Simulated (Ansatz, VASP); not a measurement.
## One calculation of Ir, two programs

```xyz
2
Lattice="2.7514 0.0000 0.0000 -1.3757 2.3828 0.0000 0.0000 0.0000 4.4623" Properties=species:S:1:pos:R:3 pbc="T T T"
Ir    0.0000    1.5885    1.1156
Ir    1.3757    0.7943    3.3467
```

Alike in both runs: task single point; functional LDA; k mesh 11 × 11 × 6; occupations fermi-dirac, width 0.05 eV; no spin polarisation.

```csv
,VASP,Ansatz
version,VASP 6.6.1,Ansatz 0.2.0
potentials or method,"VASP PAW LDA potentials, release 64 (Ir)",Ansatz PAW
plane-wave cutoff (eV),520,420
valence electrons in the cell,18,34
```

```csv
,VASP,Ansatz,Ansatz less VASP
gap on the k mesh at the Fermi level (eV),none,none,-
pressure (GPa),-15.8,-17.8,-2.03
"traceless stress, the component that is largest in VASP (GPa)",-0.38,-0.42,-0.045
```

LDA's correlation is that of Perdew and Zunger in VASP and of Perdew and Wang (1992) in Ansatz. A gap of «none» marks a metal or a gap that the smearing closes. VASP's potentials hold 18 valence electrons a cell and Ansatz's 34, so a difference there can come from the potentials and not from the codes.

Spin-orbit coupling is off throughout.
